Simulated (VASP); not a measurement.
Input of a VASP 6.6.1 run:

INCAR

```
SYSTEM = CuO
  ALGO = Normal
  EDIFF = 1E-6
  ENCUT = 520
  GGA = PS
  ISIF = 2
  ISMEAR = -1
  IVDW = 13
  LASPH = .True.
  LCHARG = .False.
  LREAL = .False.
  LWAVE = .False.
  NBANDS = 25
  NELM = 60
  PREC = Accurate
  SIGMA = 0.05
```

File KPOINTS:

```
k-points
0
Gamma
  10 10 5
  0 0 0
```

Contents of POSCAR:

```
CuO
1.0
    2.3726673498     -1.7338196878      0.0000000000
    2.3726673498      1.7338196878      0.0000000000
   -0.8612132810      0.0000000000      5.1244279405
Cu O
2 2
Direct
    0.5000000000      0.0000000000      0.5000000000
    0.0000000000      0.5000000000      0.0000000000
    0.4184000000      0.5816000000      0.7500000000
    0.5816000000      0.4184000000      0.2500000000
```

Potentials or basis: VASP PAW PBE potentials, release 64 (Cu, O).

Command:

```bash
$ cat potpaw_PBE.64/Cu/POTCAR potpaw_PBE.64/O/POTCAR > POTCAR
$ mpirun -np 1 vasp_std > vasp.out
```

Q: Predict the band gap on the k mesh.

A: Zero (bands 17 and 18 overlap by 0.60 eV).

Q: Estimate the pressure.

A: -10.7 GPa.

Q: Estimate the dispersion energy per atom.

A: -0.175 eV.

Q: Estimate the largest force.

A: 0.433 eV/Å.

Forces on the atoms (eV/Å):
```
Cu   0.000  0.000  0.000
Cu   0.000  0.000  0.000
O    0.000 -0.433  0.000
O    0.000  0.433  0.000
```

Caveat: the cell stands under tension; the PAW data sets were made with another functional, which shifts forces and pressure a little; semilocal functionals often make such compounds metallic where correlation or magnetic order opens a gap, which also shifts bond lengths. With open d or f shells a metallic result of PBEsol can be an artefact of self-interaction; +U or a hybrid may open a gap.
